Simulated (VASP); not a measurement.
# BeTe5 (P-62m) in VASP: notebook

BeTe5 is run at these levels: PBE; tasks: single point, relaxation of cell and atoms.

Everything below comes from runs of VASP 6.6.1. Logs are shortened: lines on timing, memory, paths and dates and some standing lists are left out, and cuts for length are marked.

### 1 The cell of the first run

Symmetry: P-62m, No. 189, hexagonal system. Conventional cell: a = 7.218 Å, b = 7.218 Å, c = 3.748 Å, α = 90.00°, β = 90.00°, γ = 120.00°. Within 3.5 Å of Be (site symmetry -62m) lie 6 Te at 2.64 Å. Te (site symmetry -6) has 11 Te at 3.30 to 4.17 Å and 3 Be at 4.17 Å within 4.3 Å. Te (site symmetry m2m) has 2 Be at 2.64 Å and 6 Te at 3.22 to 3.30 Å within 3.5 Å.

The cell was generated, and may not be a known phase.

### 2 Single point, PBE

INCAR reads:

```
SYSTEM = BeTe5
PREC = Accurate
ENCUT = 520
EDIFF = 1E-6
ISMEAR = 0
SIGMA = 0.1
LREAL = .FALSE.
LASPH = .TRUE.
NELM = 100
ALGO = Normal
ISIF = 2
LWAVE = .FALSE.
LCHARG = .FALSE.
GGA = PE
NBANDS = 25
```

KPOINTS reads:

```
Automatic mesh
0
G
  6 6 10
  0 0 0
```

POSCAR reads:

```
BeTe5
1.0
    7.2181780449      0.0000000000      0.0000000000
   -3.6090890224      6.2511255559      0.0000000000
    0.0000000000      0.0000000000      3.7476746634
Be Te
1 5
Direct
    0.0000000000      0.0000000000      0.0000000000
    0.6666666667      0.3333333333      0.0000000000
    0.2578831726      0.0000000000      0.5000000000
    0.7421168274      0.7421168274      0.5000000000
    0.0000000000      0.2578831726      0.5000000000
    0.3333333333      0.6666666667      0.0000000000
```

Potentials or basis: VASP PAW PBE potentials, release 64 (Be, Te).

Command:

```
$ cat potpaw_PBE.64/Be/POTCAR potpaw_PBE.64/Te/POTCAR > POTCAR
$ mpirun -np 1 vasp_std > vasp.out
```

OUTCAR:

```text
SYSTEM = BeTe5
   PREC = Accurate
   ENCUT = 520
   EDIFF = 1E-6
   ISMEAR = 0
   LREAL = .FALSE.
   LASPH = .TRUE.
   NELM = 100
   ISIF = 2
   GGA = PE

 ion  position               nearest neighbor table
   1  0.000  0.000  0.000-   5 2.64   5 2.64   3 2.64   3 2.64   4 2.64   4 2.64
   2  0.667  0.333  0.000-   5 3.30   5 3.30   3 3.30   3 3.30   4 3.30   4 3.30
   3  0.258  0.000  0.500-   1 2.64   1 2.64   5 3.22   4 3.22   6 3.30   6 3.30   2 3.30   2 3.30

   4  0.742  0.742  0.500-   1 2.64   1 2.64   5 3.22   3 3.22   2 3.30   2 3.30   6 3.30   6 3.30

   5  0.000  0.258  0.500-   1 2.64   1 2.64   3 3.22   4 3.22   2 3.30   2 3.30   6 3.30   6 3.30

   6  0.333  0.667  0.000-   3 3.30   3 3.30   5 3.30   5 3.30   4 3.30   4 3.30

  LATTYP: Found a hexagonal cell.
 ALAT       =     7.2181780449
 C/A-ratio  =     0.5191995321

  Lattice vectors:

 A1 = (   7.2181780449,   0.0000000000,   0.0000000000)
 A2 = (  -3.6090890224,   6.2511255559,   0.0000000000)
 A3 = (   0.0000000000,   0.0000000000,   3.7476746634)

Analysis of symmetry for initial positions (statically):
=====================================================================
 Subroutine PRICEL returns:
 Original cell was already a primitive cell.

 Routine SETGRP: Setting up the symmetry group for a
 hexagonal supercell.

 Subroutine GETGRP returns: Found 12 space group operations
 (whereof 12 operations were pure point group operations)
 out of a pool of 24 trial point group operations.

The static configuration has the point symmetry D_3h.

Analysis of symmetry for dynamics (positions and initial velocities):
=====================================================================
 Subroutine PRICEL returns:
 Original cell was already a primitive cell.

 Routine SETGRP: Setting up the symmetry group for a
 hexagonal supercell.

 Subroutine GETGRP returns: Found 12 space group operations
 (whereof 12 operations were pure point group operations)
 out of a pool of 24 trial point group operations.

The dynamic configuration has the point symmetry D_3h.

 Subroutine INISYM returns: Found 12 space group operations
 (whereof 12 operations are pure point group operations),
 and found     1 'primitive' translations

----------------------------------------------------------------------------------------

                                     Primitive cell

  volume of cell :     169.1016

  direct lattice vectors                    reciprocal lattice vectors
     7.218178045  0.000000000  0.000000000     0.138539115  0.079985595  0.000000000
    -3.609089022  6.251125556  0.000000000     0.000000000  0.159971191  0.000000000
     0.000000000  0.000000000  3.747674663     0.000000000  0.000000000  0.266832127

  length of vectors
     7.218178045  7.218178045  3.747674663     0.159971191  0.159971191  0.266832127

  position of ions in fractional coordinates (direct lattice)
     0.000000000  0.000000000  0.000000000
     0.666666667  0.333333333  0.000000000
     0.257883173  0.000000000  0.500000000
     0.742116827  0.742116827  0.500000000
     0.000000000  0.257883173  0.500000000
     0.333333333  0.666666667  0.000000000

  ion indices of the primitive-cell ions
   primitive index   ion index
                 1           1
                 2           2
                 3           3
                 4           4
                 5           5
                 6           6

----------------------------------------------------------------------------------------

 KPOINTS: Automatic mesh

Automatic generation of k-mesh.
 Grid dimensions read from file:
 generate k-points for:    6    6   10

 Generating k-lattice:

  Cartesian coordinates                     Fractional coordinates (reciprocal lattice)
     0.023089853  0.013330933  0.000000000     0.166666667  0.000000000  0.000000000
     0.000000000  0.026661865  0.000000000     0.000000000  0.166666667  0.000000000
     0.000000000  0.000000000  0.026683213     0.000000000  0.000000000  0.100000000

  Length of vectors
     0.026661865  0.026661865  0.026683213

  Shift w.r.t. Gamma in fractional coordinates (k-lattice)
     0.000000000  0.000000000  0.000000000

 Subroutine IBZKPT returns following result:
 ===========================================

 Found     42 irreducible k-points:

 Following reciprocal coordinates:
            Coordinates               Weight
  0.000000  0.000000  0.000000      1.000000
  0.166667  0.000000  0.000000      6.000000
  0.333333  0.000000  0.000000      6.000000
  0.500000  0.000000  0.000000      3.000000
  0.166667  0.166667  0.000000      6.000000
  0.333333  0.166667  0.000000     12.000000
[... 16 lines left out ...]
  0.166667  0.000000  0.300000     12.000000
  0.333333  0.000000  0.300000     12.000000
 [... further k-points ...]
   k-points           NKPTS =     42   k-points in BZ     NKDIM =     42   number of bands    NBANDS=     25
   number of dos      NEDOS =    301   number of ions     NIONS =      6
   total plane-waves  NPLWV =  81648
   dimension x,y,z NGX =    54 NGY =   54 NGZ =   28
   dimension x,y,z NGXF=   108 NGYF=  108 NGZF=   56
   ions per type =               1   5
   NGX,Y,Z   is equivalent  to a cutoff of  12.44, 12.44, 12.42 a.u.
   NGXF,Y,Z  is equivalent  to a cutoff of  24.87, 24.87, 24.84 a.u.
 SYSTEM =  BeTe5
   PREC   = accura    normal or accurate (medium, high low for compatibility)
   ISTART =      0    job   : 0-new  1-cont  2-samecut
   ICHARG =      2    charge: 1-file 2-atom 10-const
   ISPIN  =      1    spin polarized calculation?
   LNONCOLLINEAR =      F non collinear calculations
   LSORBIT =      F    spin-orbit coupling
   LASPH  =      T    aspherical Exc in radial PAW
   ENCUT  =  520.0 eV  38.22 Ry    6.18 a.u.  13.42 13.42  6.97*2*pi/ulx,y,z
   NELM   =    100;   NELMIN=  2; NELMDL= -5     # of ELM steps
   EDIFF  = 0.1E-05   stopping-criterion for ELM
   LREAL  =      F    real-space projection
   EDIFFG = 0.1E-04   stopping-criterion for IOM
   NSW    =      0    number of steps for IOM
   IBRION =     -1    ionic relax: 0-MD 1-quasi-New 2-CG
   NFREE  =      0    steps in history (QN), initial steepest desc. (CG)
   ISIF   =      2    stress and relaxation
   ISYM   =      2    0-nonsym 1-usesym 2-fastsym
   POTIM  = 0.5000    time-step for ionic-motion
   TEBEG  =    0.0;   TEEND  =   0.0 temperature during run
   PSTRESS=    0.0 pullay stress
   NELECT =      32.0000    total number of electrons
   NUPDOWN=      -1.0000    fix difference up-down
   EMIN   =  10.00;   EMAX   =-10.00  energy-range for DOS
   EFERMI =   0.00;   METHOD = LEGACY
   ISMEAR =     0;   SIGMA  =   0.10  broadening in eV -4-tet -1-fermi 0-gaus
   EFERMI_NEDOS =   21; number of points for ismear=-14 and -15
   IALGO  =     38    algorithm
   IMIX   =      4    mixing-type and parameters
     AMIX     =   0.40;   BMIX     =  1.00
     AMIX_MAG =   1.60;   BMIX_MAG =  1.00
  volume/ion in A,a.u.               =      28.18       190.19
  Fermi-wavevector in a.u.,A,eV,Ry     =   0.939887  1.776129 12.019215  0.883387
  Thomas-Fermi vector in A             =   2.067244
   LORBIT       =      0    0 simple, 1 ext, 2 COOP (PROOUT), +10 PAW based schemes
   GGA     = PE    functional components
   LHFCALC =     F    Hartree Fock is set to
   AEXX    =    0.0000 exact exchange contribution
   IVDW    =     0    specifies the selected vdW correction
   LEPSILON=     F    determine dielectric tensor
   LRPA    =     F    only Hartree local field effects (RPA)
 non-spin polarized calculation
 Gauss-broadening in eV      SIGMA  =   0.10
  energy-cutoff  :      520.00
  volume of cell :      169.10
 maximum number of plane-waves:      4604
 NGX is ok and might be reduce to    54
   NGX = 27   NGY = 27   NGZ = 13

 number of electron      32.0000002 magnetization

 Free energy of the ion-electron system (eV)
  ---------------------------------------------------
  ext. energy  EPLUGINS =         0.00000000
  ---------------------------------------------------
  free energy    TOTEN  =       -17.93862626 eV

  energy without entropy =      -17.91704955  energy(sigma->0) =      -17.92783790

 E-fermi :   6.4473     XC(G=0):  -9.4566

 val. band max:        6.4304931725   @ k =   0.1667   0.1667   0.5000
 cond. band min:       6.4502683177   @ k =   0.0000   0.0000   0.0000
 fundamental gap:      0.0197751452
 Fermi energy:         6.4472526677

 k-point     1 :       0.0000    0.0000    0.0000
  band No.  band energies     occupation
      1      -7.0835      2.00000
      2      -4.8860      2.00000
      3      -4.8860      2.00000
      4      -4.5779      2.00000
      5      -4.1608      2.00000
      6       1.2319      2.00000
[... 17 lines left out ...]
     24      11.4393      0.00000
     25      11.8466      0.00000

 k-point     2 :       0.1667    0.0000    0.0000
  band No.  band energies     occupation
      1      -7.0039      2.00000
      2      -5.2281      2.00000
      3      -5.0950      2.00000
      4      -4.3662      2.00000
      5      -3.8557      2.00000
      6       1.3633      2.00000
[... 17 lines left out ...]
     24      11.6492      0.00000
     25      11.7548      0.00000

 k-point     3 :       0.3333    0.0000    0.0000
  band No.  band energies     occupation
      1      -6.7789      2.00000
      2      -5.7601      2.00000
      3      -5.3057      2.00000
      4      -4.1591      2.00000
      5      -3.4288      2.00000
      6       1.1884      2.00000
[... 552 lines left out ...]
 k-point    23 :       0.1667    0.0000    0.3000
  band No.  band energies     occupation
      1      -6.3450      2.00000
      2      -4.6948      2.00000
      3      -4.5157      2.00000
      4      -3.9568      2.00000
      5      -3.8129      2.00000
      6       0.8929      2.00000
[... 17 lines left out ...]
     24      11.8947      0.00000
     25      12.5365      0.00000

 k-point    24 :       0.3333    0.0000    0.3000
  band No.  band energies     occupation
      1      -6.1700      2.00000
      2      -5.1114      2.00000
      3      -4.6939      2.00000
      4      -3.8442      2.00000
      5      -3.4919      2.00000
      6       1.1239      2.00000
[... 17 lines left out ...]
     24      11.4036      0.00000
     25      12.8307      0.00000

 [... further k-points ...]

------------------------ aborting loop because EDIFF is reached ----------------------------------------

  FORCE on cell =-STRESS in cart. coord.  units (eV):
  Direction    XX          YY          ZZ          XY          YZ          ZX
  --------------------------------------------------------------------------------------
  -------------------------------------------------------------------------------------
  Total       -0.0351672     -0.0351672     -0.0253281     -0.0000000     -0.0000000      0.0000000
  in kB       -0.3331963     -0.3331963     -0.2399752     -0.0000000     -0.0000000      0.0000000
  external PRESSURE =      -0.3021226 kB  Pullay stress =       0.0000000 kB

 VOLUME and BASIS-vectors are now :
 -----------------------------------------------------------------------------
  energy-cutoff  :      520.00
  volume of cell :      169.10
      direct lattice vectors                 reciprocal lattice vectors
     7.218178045  0.000000000  0.000000000     0.138539115  0.079985595  0.000000000
    -3.609089022  6.251125556  0.000000000     0.000000000  0.159971191  0.000000000
     0.000000000  0.000000000  3.747674663     0.000000000  0.000000000  0.266832127

 POSITION                                       TOTAL-FORCE (eV/Angst)
 -----------------------------------------------------------------------------------
      0.00000      0.00000      0.00000         0.000000     -0.000000      0.000000
      3.60909      2.08371      0.00000         0.000000     -0.000000      0.000000
      1.86145      0.00000      1.87384         0.004964     -0.000000     -0.000000
      2.67837      4.63907      1.87384        -0.002482     -0.004299     -0.000000
     -0.93072      1.61206      1.87384        -0.002482      0.004299      0.000000
     -0.00000      4.16742      0.00000         0.000000      0.000000      0.000000
 -----------------------------------------------------------------------------------
    total drift:                                0.000000      0.000000     -0.000000

  FREE ENERGIE OF THE ION-ELECTRON SYSTEM (eV)
  ---------------------------------------------------
  free  energy   TOTEN  =       -17.9386262606 eV

  energy  without entropy=      -17.9170495489  energy(sigma->0) =      -17.92783790
```

Run time: 3.2 min. Hardware: 1 thread of Intel Xeon 6975P-C (Granite Rapids), shared host; peak memory 0.35 GiB.

What came out:

| Item | Value |
| --- | --- |
| Free energy | -17.9386 eV |
| Pressure | 0.0 GPa |
| Largest force | 0.005 eV/Å |
| Band gap on the k mesh | zero (bands 16 and 17 overlap by 1.91 eV) |

Forces in eV/Å, atoms in the order of the input:
```
Be   0.000  0.000  0.000
Te   0.000  0.000  0.000
Te   0.005  0.000  0.000
Te  -0.002 -0.004  0.000
Te  -0.002  0.004  0.000
Te   0.000  0.000  0.000
```

Caveat: spin-orbit coupling is left out, which moves the levels of the heavy elements.

### 3 Relaxation of cell and atoms, PBE

This run uses another cell than the first one, of 28.06 Å³/atom.

INCAR reads:

```
PREC = Accurate ; ENCUT = 600
EDIFF = 1E-6 ; ISMEAR = 0
SIGMA = 0.1 ; LREAL = False
LASPH = True ; NELM = 60
ALGO = Normal ; ISIF = 3
LWAVE = False ; LCHARG = False
GGA = PE ; IBRION = 2
NSW = 100 ; EDIFFG = -0.01
```

KPOINTS reads:

```
Automatic mesh
0
Gamma
  6 6 10
```

POSCAR reads:

```
BeTe5
1.0
    7.1926772774      0.0000000000      0.0000000000
   -3.5963386387      6.2290412434      0.0000000000
    0.0000000000      0.0000000000      3.7579677125
Be Te
1 5
Direct
    0.0000000000      0.0000000000      0.0000000000
    0.6666666667      0.3333333333      0.0000000000
    0.2598432284      0.0000000000      0.5000000000
    0.7401567716      0.7401567716      0.5000000000
    0.0000000000      0.2598432284      0.5000000000
    0.3333333333      0.6666666667      0.0000000000
```

Potentials or basis: VASP PAW PBE potentials, release 64 (Be, Te).

Command:

```
$ cat potpaw_PBE.64/Be/POTCAR potpaw_PBE.64/Te/POTCAR > POTCAR
$ mpirun -np 1 vasp_std > vasp.out
```

Run time: 8.7 min. Hardware: 1 thread of Intel Xeon 6975P-C (Granite Rapids), shared host; peak memory 0.43 GiB.

Results (log left out):

```yaml
Free_energy: -17.9386 eV
Relaxed_volume: 28.15 Å³/atom
Relaxed_cell: a = 7.215 Å, b = 7.215 Å, c = 3.746 Å, α = 90.00°, β = 90.00°, γ = 120.00°
Space_group_after_relaxing_to_0.1_Å: P-62m (No. 189)
Energy_gained_by_relaxing: 0.2 meV/atom
Ionic_steps: 6
Pressure_after_relaxing: 0.0 GPa
Largest_force_after_relaxing: 0.004 eV/Å
Band_gap_on_the_k_mesh: zero (bands 16 and 17 overlap by 1.91 eV)
```

Forces in eV/Å, atoms in the order of the input:
```
Be   0.000  0.000  0.000
Te   0.000  0.000  0.000
Te   0.004  0.000  0.000
Te  -0.002 -0.004  0.000
Te  -0.002  0.004  0.000
Te   0.000  0.000  0.000
```

The path:
| step | energy change (eV) | largest force (eV/Å) | pressure (GPa) | volume (Å³) |
| --- | --- | --- | --- | --- |
| 1 | 0.0000 | 0.0450 | 0.04 | 168.37 |
| 2 | -0.0004 | 0.0389 | 0.02 | 168.55 |
| 3 | -0.0009 | 0.0267 | -0.04 | 168.92 |
| 4 | -0.0007 | 0.0024 | -0.16 | 169.67 |
| 5 | -0.0010 | 0.0159 | -0.11 | 169.24 |
| 6 | -0.0011 | 0.0045 | 0.02 | 168.90 |

Final structure:
```yaml
crystal:
  lattice:
    - [7.21534, 0.00000, 0.00000]
    - [-3.60767, 6.24866, 0.00000]
    - [0.00000, 0.00000, 3.74622]
  atoms:
    - { symbol: Be, position: [0.00000, 0.00000, 0.00000] }
    - { symbol: Te, position: [0.66667, 0.33333, 0.00000] }
    - { symbol: Te, position: [0.25797, 0.00000, 0.50000] }
    - { symbol: Te, position: [0.74203, 0.74203, 0.50000] }
    - { symbol: Te, position: [0.00000, 0.25797, 0.50000] }
    - { symbol: Te, position: [0.33333, 0.66667, 0.00000] }
```

Levels at points of the mesh, in eV from the Fermi level:
```csv
k point,band 12,band 13,band 14,band 15,band 16,band 17,band 18,band 19,band 20
"(0.00, 0.00, 0.00)",0.00,0.00,0.13,0.30,0.35,0.35,0.44,1.03,1.03
"(0.50, 0.00, 0.00)",-1.23,-0.67,-0.66,-0.57,0.64,0.87,1.24,1.72,2.17
"(0.00, 0.00, 0.50)",-3.17,-2.20,-2.20,-0.77,0.20,0.20,0.27,0.27,2.41
"(0.50, 0.00, 0.50)",-2.59,-1.59,-1.14,-0.79,-0.61,-0.60,-0.52,-0.10,2.07
```

Caveat: spin-orbit coupling is left out, which moves the levels of the heavy elements.

The gap in the log of VASP goes by the Fermi energy; the results here count the filled bands.